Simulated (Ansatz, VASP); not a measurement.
**Ta4C3: VASP beside Ansatz**

Contents of INCAR:

```
ALGO = Normal ; EDIFF = 1E-6
ENCUT = 520 ; GGA = PS
ISIF = 2 ; ISMEAR = 0
LASPH = T ; LCHARG = F
LREAL = F ; LWAVE = F
NBANDS = 37 ; NELM = 80
PREC = Accurate ; SIGMA = 0.15
```

File KPOINTS:

```
k-points
0
Gamma
  14 14 4
```

The input POSCAR:

```
Ta4C3
1.0
   -3.1032734570      0.0000000000      0.0000000000
   -1.5516367285     -2.6875136487      0.0000000000
    0.3879091821      0.2239594707     10.1645109918
Ta C
4 3
Direct
    0.3260305516      0.3260305516      0.1893666186
    0.3888029001      0.3888029001      0.9426348013
    0.0350920241      0.0350920241      0.6981042887
    0.6812868594      0.6812868594      0.4524423133
    0.3583358763      0.3583358763      0.5770305159
    0.9816917688      0.9816917688      0.0573012258
    0.0038225222      0.0038225222      0.3228702664
```

Input for Ansatz:

```yaml
crystal:
  lattice:
    - [-3.103273457, 0.0, 0.0]
    - [-1.5516367285, -2.6875136487, 0.0]
    - [0.3879091821, 0.2239594707, 10.1645109918]
  atoms:
    - { symbol: Ta, position: [0.3260305516, 0.3260305516, 0.1893666186] }
    - { symbol: Ta, position: [0.3888029001, 0.3888029001, 0.9426348013] }
    - { symbol: Ta, position: [0.0350920241, 0.0350920241, 0.6981042887] }
    - { symbol: Ta, position: [0.6812868594, 0.6812868594, 0.4524423133] }
    - { symbol: C, position: [0.3583358763, 0.3583358763, 0.5770305159] }
    - { symbol: C, position: [0.9816917688, 0.9816917688, 0.0573012258] }
    - { symbol: C, position: [0.0038225222, 0.0038225222, 0.3228702664] }
basis:
  ecutwfc: 420
kpoints:
  mp_grid: { grid: [14, 14, 4] }
hamiltonian:
  xc: pbesol
scf:
  occupations: { method: gaussian, width: 0.15 }
output:
  forces: true
  stress: true
  eigenvalues: true
```

Alike in both runs: task single point; functional PBEsol; k mesh 14 × 14 × 4; occupations gaussian, width 0.15 eV; no spin polarisation.

|  | VASP | Ansatz |
| --- | --- | --- |
| version | VASP 6.6.1 | Ansatz 0.2.0 |
| potentials or method | VASP PAW PBE potentials, release 64 (Ta_pv, C), cutoff 520 eV | scalar-relativistic, plane waves, PAW |
| valence electrons in the cell | 56 | 64 |

VASP gave:

* gap on the k mesh at the Fermi level (eV): none
* pressure (GPa): 9.6
* traceless stress, the component that is largest in VASP (GPa): 14.36
* rms of the force components (eV/Å): 1.727

Question: Estimate Ansatz's values.

Answer: gap on the k mesh at the Fermi level (eV): none; pressure (GPa): 8.8; traceless stress, the component that is largest in VASP (GPa): 14.30; rms of the force components (eV/Å): 1.710.

VASP's potentials were made for PBE, not for PBEsol. Atom by atom the forces differ by 0.022 eV/Å (rms over components). A gap of «none» marks a metal or a gap that the smearing closes. VASP's potentials hold 56 valence electrons a cell and Ansatz's 64, so a difference there can come from the potentials and not from the codes.

Neither program's run includes spin-orbit coupling.
